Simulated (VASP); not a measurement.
# BN (Qingsongite) in VASP: notebook

The runs below take BN (Qingsongite) through single point, with PBE.

Program: VASP 6.6.1. These are calculated values, not measurements. Logs are shortened: lines on timing, memory, paths and dates and some standing lists are left out, and cuts for length are marked.

**1. The cell of the first run**

Symmetry: Imm2, No. 44, orthorhombic system. The conventional cell has a = 2.556 Å, b = 2.556 Å, c = 3.615 Å, α = 90.00°, β = 90.00°, γ = 90.00°. B (site symmetry mm2) has 4 N at 1.54 to 1.59 Å within 2.0 Å. Within 2.0 Å of N (site symmetry mm2) lie 4 B at 1.54 to 1.59 Å.

**2. Single point, PBE**

The input, INCAR:

```
  PREC = Accurate
  ENCUT = 520
  EDIFF = 1E-6
  ISMEAR = 0
  SIGMA = 0.01
  LREAL = False
  LASPH = True
  NELM = 80
  ALGO = Normal
  ISIF = 2
  LWAVE = False
  LCHARG = True
  GGA = PE
  LELF = True
  LVHAR = True
  NBANDS = 11
  ISYM = 0
```

The input, KPOINTS:

```
Automatic mesh
0
Gamma
  5 5 5
  0.5 0.5 0.5
```

The input, POSCAR:

```
BN
1.0
    0.0000000000      1.8075000000      1.8075000000
    1.8075000000      0.0000000000      1.8075000000
    1.8075000000      1.8075000000      0.0000000000
B N
1 1
Direct
    0.0138312586     -0.0138312586     -0.0138312586
    0.2500000000      0.2500000000      0.2500000000
```

Potentials or basis: VASP PAW PBE potentials, release 64 (B, N).

The run is started by

```console
$ cat potpaw_PBE.64/B/POTCAR potpaw_PBE.64/N/POTCAR > POTCAR
$ mpirun -np 1 vasp_std > vasp.out
```

OUTCAR:

```text
PREC = Accurate
   ENCUT = 520
   EDIFF = 1E-6
   ISMEAR = 0
   LREAL = False
   LASPH = True
   NELM = 80
   ISIF = 2
   GGA = PE
   ISYM = 0

 ion  position               nearest neighbor table
   1  0.014  0.986  0.986-   2 1.54   2 1.54   2 1.59   2 1.59
   2  0.250  0.250  0.250-   1 1.54   1 1.54   1 1.59   1 1.59

IMPORTANT INFORMATION: All symmetrisations will be switched off!
NOSYMM: (Re-)initialisation of all symmetry stuff for point group C_1.

----------------------------------------------------------------------------------------

                                     Primitive cell

  volume of cell :      11.8104

  direct lattice vectors                    reciprocal lattice vectors
     0.000000000  1.807500000  1.807500000    -0.276625173  0.276625173  0.276625173
     1.807500000  0.000000000  1.807500000     0.276625173 -0.276625173  0.276625173
     1.807500000  1.807500000  0.000000000     0.276625173  0.276625173 -0.276625173

  length of vectors
     2.556191014  2.556191014  2.556191014     0.479128854  0.479128854  0.479128854

  position of ions in fractional coordinates (direct lattice)
     0.013831259  0.986168741  0.986168741
     0.250000000  0.250000000  0.250000000

  ion indices of the primitive-cell ions
   primitive index   ion index
                 1           1
                 2           2

----------------------------------------------------------------------------------------

 KPOINTS: Automatic mesh

Automatic generation of k-mesh.
 Grid dimensions read from file:
 generate k-points for:    5    5    5

 Generating k-lattice:

  Cartesian coordinates                     Fractional coordinates (reciprocal lattice)
    -0.055325035  0.055325035  0.055325035     0.200000000  0.000000000  0.000000000
     0.055325035 -0.055325035  0.055325035     0.000000000  0.200000000  0.000000000
     0.055325035  0.055325035 -0.055325035     0.000000000  0.000000000  0.200000000

  Length of vectors
     0.095825771  0.095825771  0.095825771

  Shift w.r.t. Gamma in fractional coordinates (k-lattice)
     0.500000000  0.500000000  0.500000000

 Subroutine IBZKPT returns following result:
 ===========================================

 Found    252 irreducible k-points:

 Following reciprocal coordinates:
            Coordinates               Weight
  0.100000  0.100000  0.100000      2.000000
  0.100000  0.000000  0.000000      2.000000
  0.000000  0.000000 -0.100000      2.000000
[... 47 lines left out ...]
   ISYM   =      0    0-nonsym 1-usesym 2-fastsym
   POTIM  = 0.5000    time-step for ionic-motion
   TEBEG  =    0.0;   TEEND  =   0.0 temperature during run
   PSTRESS=    0.0 pullay stress
   NELECT =       8.0000    total number of electrons
   NUPDOWN=      -1.0000    fix difference up-down
   EMIN   =  10.00;   EMAX   =-10.00  energy-range for DOS
   EFERMI =   0.00;   METHOD = LEGACY
   ISMEAR =     0;   SIGMA  =   0.01  broadening in eV -4-tet -1-fermi 0-gaus
   EFERMI_NEDOS =   21; number of points for ismear=-14 and -15
   IALGO  =     38    algorithm
   IMIX   =      4    mixing-type and parameters
     AMIX     =   0.40;   BMIX     =  1.00
     AMIX_MAG =   1.60;   BMIX_MAG =  1.00
  volume/ion in A,a.u.               =       5.91        39.85
  Fermi-wavevector in a.u.,A,eV,Ry     =   1.437749  2.716952 28.124920  2.067123
  Thomas-Fermi vector in A             =   2.556793
   LORBIT       =      0    0 simple, 1 ext, 2 COOP (PROOUT), +10 PAW based schemes
   GGA     = PE    functional components
   LHFCALC =     F    Hartree Fock is set to
   AEXX    =    0.0000 exact exchange contribution
   IVDW    =     0    specifies the selected vdW correction
   LEPSILON=     F    determine dielectric tensor
   LRPA    =     F    only Hartree local field effects (RPA)
 non-spin polarized calculation
 Gauss-broadening in eV      SIGMA  =   0.01
  energy-cutoff  :      520.00
  volume of cell :       11.81
 maximum number of plane-waves:       332
   NGX =  9   NGY =  9   NGZ =  9

 number of electron       7.9999999 magnetization

 Free energy of the ion-electron system (eV)
  ---------------------------------------------------
  ext. energy  EPLUGINS =         0.00000000
  ---------------------------------------------------
  free energy    TOTEN  =       -17.41958400 eV

  energy without entropy =      -17.41958400  energy(sigma->0) =      -17.41958400

 E-fermi :   7.6651     XC(G=0): -12.8220

 val. band max:        7.5544252780   @ k =   0.0000   0.0000  -0.1000
 cond. band min:      12.5911731538   @ k =  -0.4000   0.0000   0.5000
 fundamental gap:      5.0367478759
 Fermi energy:         7.6651419135

 k-point     1 :       0.1000    0.1000    0.1000
  band No.  band energies     occupation
      1     -12.5860      2.00000
      2       6.3222      2.00000
      3       6.6922      2.00000
      4       7.3574      2.00000
      5      16.1946      0.00000
      6      16.6107      0.00000
      7      17.0146      0.00000
      8      18.4725      0.00000
      9      31.8131      0.00000
     10      32.6576      0.00000
     11      32.6979      0.00000
[... 309 lines left out ...]
 k-point    24 :       0.4000    0.0000   -0.1000
  band No.  band energies     occupation
      1      -8.8262      2.00000
      2      -2.4338      2.00000
      3       4.2526      2.00000
      4       5.5536      2.00000
      5      17.2833      0.00000
      6      18.3941      0.00000
      7      18.6880      0.00000
      8      22.6045      0.00000
      9      30.2202      0.00000
     10      32.6638      0.00000
     11      33.9160      0.00000

 [... further k-points ...]

------------------------ aborting loop because EDIFF is reached ----------------------------------------

  FORCE on cell =-STRESS in cart. coord.  units (eV):
  Direction    XX          YY          ZZ          XY          YZ          ZX
  --------------------------------------------------------------------------------------
  -------------------------------------------------------------------------------------
  Total        0.2792074      0.3051969      0.3051969     -0.0000003     -0.0955051     -0.0000004
  in kB       37.8767341     41.4024287     41.4024264     -0.0000389    -12.9560339     -0.0000509
  external PRESSURE =      40.2271964 kB  Pullay stress =       0.0000000 kB

 VOLUME and BASIS-vectors are now :
 -----------------------------------------------------------------------------
  energy-cutoff  :      520.00
  volume of cell :       11.81
      direct lattice vectors                 reciprocal lattice vectors
     0.000000000  1.807500000  1.807500000    -0.276625173  0.276625173  0.276625173
     1.807500000  0.000000000  1.807500000     0.276625173 -0.276625173  0.276625173
     1.807500000  1.807500000  0.000000000     0.276625173  0.276625173 -0.276625173

 POSITION                                       TOTAL-FORCE (eV/Angst)
 -----------------------------------------------------------------------------------
      3.56500      1.80750      1.80750         1.205528     -0.000000     -0.000000
      0.90375      0.90375      0.90375        -1.205528      0.000000      0.000000
 -----------------------------------------------------------------------------------
    total drift:                                0.000005     -0.000002     -0.000002

  FREE ENERGIE OF THE ION-ELECTRON SYSTEM (eV)
  ---------------------------------------------------
  free  energy   TOTEN  =       -17.4195839965 eV

  energy  without entropy=      -17.4195839965  energy(sigma->0) =      -17.41958400
```

OSZICAR:

```text
N       E                     dE             d eps       ncg     rms          rms(c)
DAV:   1     0.997370679488E+01    0.99737E+01   -0.49291E+03  5672   0.718E+02
DAV:   2    -0.178727172030E+02   -0.27846E+02   -0.27063E+02  6656   0.164E+02
DAV:   3    -0.183924921639E+02   -0.51977E+00   -0.51896E+00  6537   0.189E+01
DAV:   4    -0.183930905780E+02   -0.59841E-03   -0.59841E-03  5880   0.731E-01
DAV:   5    -0.183930911179E+02   -0.53989E-06   -0.53988E-06  6414   0.216E-02    0.673E+00
DAV:   6    -0.175059283596E+02    0.88716E+00   -0.29664E+00  5817   0.995E+00    0.327E+00
DAV:   7    -0.174337259903E+02    0.72202E-01   -0.10543E-01  6225   0.268E+00    0.193E+00
DAV:   8    -0.174193162877E+02    0.14410E-01   -0.35763E-02  6132   0.138E+00    0.193E-01
DAV:   9    -0.174194914164E+02   -0.17513E-03   -0.98548E-04  5910   0.262E-01    0.841E-02
DAV:  10    -0.174195786451E+02   -0.87229E-04   -0.12483E-04  6006   0.953E-02    0.152E-02
DAV:  11    -0.174195839373E+02   -0.52922E-05   -0.92341E-06  6259   0.250E-02    0.107E-02
DAV:  12    -0.174195839965E+02   -0.59200E-07   -0.15403E-06  3426   0.860E-03
   1 F= -.17419584E+02 E0= -.17419584E+02  d E =-.261785E-57
```

Wall time 18 s (1 thread of AMD EPYC 9R45 (Zen 5), shared host); peak memory 0.11 GiB.

What came out:

| Quantity | Value |
| --- | --- |
| Free energy | -17.4196 eV |
| Pressure | 4.0 GPa |
| Largest force | 1.206 eV/Å |
| Band gap on the k mesh | 5.04 eV, indirect (least direct gap 8.73 eV) |

Forces in eV/Å, atoms in the order of the input:
```
B    1.206  0.000  0.000
N   -1.206  0.000  0.000
```

Caveat: the k points lie up to 0.60 Å⁻¹ apart; forces of over 1 eV/Å act on the atoms, so gaps and moduli don't describe the material at rest. A k mesh can miss the band edges.

**3. Single point, PBE**

The input, INCAR:

```
PREC = Accurate
ENCUT = 520
EDIFF = 1E-6
ISMEAR = 0
SIGMA = 0.01
LREAL = F
LASPH = T
NELM = 80
ALGO = Normal
ISIF = 2
LWAVE = F
LCHARG = T
GGA = PE
LELF = T
LVHAR = T
NBANDS = 11
ISYM = 0
```

KPOINTS is that of step 2.

POSCAR: that of step 2 with these lines changed.

```diff
@@ -8,3 +8,3 @@
 Direct
-    0.0138312586     -0.0138312586     -0.0138312586
+    0.0069156293     -0.0069156293     -0.0069156293
     0.2500000000      0.2500000000      0.2500000000
```

Potentials or basis: VASP PAW PBE potentials, release 64 (B, N).

The run is started by

```console
$ cat potpaw_PBE.64/B/POTCAR potpaw_PBE.64/N/POTCAR > POTCAR
$ mpirun -np 1 vasp_std > vasp.out
```

Run time: 19 s. Hardware: 1 thread of AMD EPYC 9R45 (Zen 5), shared host; peak memory 0.11 GiB.

The run converged. Its results:

```yaml
Free_energy: -17.4422 eV
Pressure: 3.5 GPa
Largest_force: 0.605 eV/Å
Band_gap_on_the_k_mesh: 5.26 eV, indirect (least direct gap 9.07 eV)
```

Forces on the atoms (eV/Å):
```
B    0.605  0.000  0.000
N   -0.605  0.000  0.000
```

Stress tensor (GPa, compression positive):
```
 3.42  0.00  0.00
 0.00  3.51 -0.65
 0.00 -0.65  3.51
```

Levels at points of the mesh, in eV from the valence-band top:
```tsv
k point	band 1	band 2	band 3	band 4	band 5	band 6	band 7	band 8
(0.50, 0.50, 0.50)	-15.97	-10.61	-2.08	-1.76	10.10	10.50	10.99	15.21
(0.50, 0.00, 0.00)	-15.97	-10.61	-2.08	-1.76	10.10	10.50	10.99	15.21
(0.00, 0.00, 0.50)	-15.98	-10.68	-2.02	-1.71	10.16	10.51	11.12	15.38
(0.00, 0.50, 0.00)	-15.98	-10.68	-2.02	-1.71	10.16	10.51	11.12	15.38
```

Caveat: the k points lie up to 0.60 Å⁻¹ apart. A k mesh can miss the band edges.

**4. Single point, PBE**

The input, INCAR:

```
SYSTEM = BN
PREC = Accurate
ENCUT = 520
EDIFF = 1E-6
ISMEAR = 0
SIGMA = 0.01
LREAL = .FALSE.
LASPH = .TRUE.
NELM = 80
ALGO = Normal
ISIF = 2
LWAVE = .FALSE.
LCHARG = .TRUE.
GGA = PE
LELF = .TRUE.
LVHAR = .TRUE.
NBANDS = 11
ISYM = 0
```

KPOINTS is that of step 3.

POSCAR: that of step 3 with these lines changed.

```diff
@@ -8,3 +8,3 @@
 Direct
-    0.0069156293     -0.0069156293     -0.0069156293
+    0.0000000000      0.0000000000      0.0000000000
     0.2500000000      0.2500000000      0.2500000000
```

The run is started by

```console
$ cat potpaw_PBE.64/B/POTCAR potpaw_PBE.64/N/POTCAR > POTCAR
$ mpirun -np 1 vasp_std > vasp.out
```

It took 18 s on 1 thread of AMD EPYC 9R45 (Zen 5), shared host; peak memory 0.11 GiB.

It converged, with:

```
Free energy            : -17.4498 eV
Pressure               : 3.3 GPa
Band gap on the k mesh : 5.49 eV, indirect (least direct gap 9.35 eV)
```

Levels at points of the mesh, in eV from the valence-band top:
| k point | band 1 | band 2 | band 3 | band 4 | band 5 | band 6 | band 7 | band 8 |
| --- | --- | --- | --- | --- | --- | --- | --- | --- |
| (0.50, 0.50, 0.50) | -15.76 | -10.44 | -1.69 | -1.69 | 10.40 | 10.96 | 10.96 | 15.51 |
| (0.50, 0.00, 0.00) | -15.76 | -10.44 | -1.69 | -1.69 | 10.40 | 10.96 | 10.96 | 15.51 |
| (0.00, 0.00, 0.50) | -15.76 | -10.44 | -1.69 | -1.69 | 10.40 | 10.96 | 10.96 | 15.51 |
| (0.00, 0.50, 0.00) | -15.76 | -10.44 | -1.69 | -1.69 | 10.40 | 10.96 | 10.96 | 15.51 |

Caveat: the k points lie up to 0.60 Å⁻¹ apart. A k mesh can miss the band edges.

(Part 1 of 2 ends here.)
